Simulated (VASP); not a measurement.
Input of a VASP 6.6.1 run:

File INCAR:

```
PREC     = Accurate       # precision mode
ENCUT    = 520            # plane-wave cutoff, eV
EDIFF    = 1E-6           # SCF threshold, eV
ISMEAR   = -1             # smearing method
SIGMA    = 0.03           # smearing width, eV
LREAL    = F              # projectors in reciprocal space
LASPH    = T              # aspherical terms in the spheres
NELM     = 80             # most SCF steps
ALGO     = Normal         # electronic algorithm
ISIF     = 2              # what is computed and relaxed
LWAVE    = F              # write WAVECAR
LCHARG   = T              # write CHGCAR
GGA      = PE             # functional
LELF     = T              # ELF
LVHAR    = T            
NBANDS   = 10             # bands
```

File KPOINTS:

```
regular mesh
0
Gamma
  18 18 18
```

File POSCAR:

```
Ir
1.0
    0.0000000000      1.9460447666      1.9460447666
    1.9460447666      0.0000000000      1.9460447666
    1.9460447666      1.9460447666      0.0000000000
Ir
1
Direct
    0.0000000000      0.0000000000      0.0000000000
```

Potentials or basis: VASP PAW PBE potentials, release 64 (Ir).

Run with:

```sh
$ cat potpaw_PBE.64/Ir/POTCAR > POTCAR
$ mpirun -np 1 vasp_std > vasp.out
```

Estimate the pressure.

-5.1 GPa.
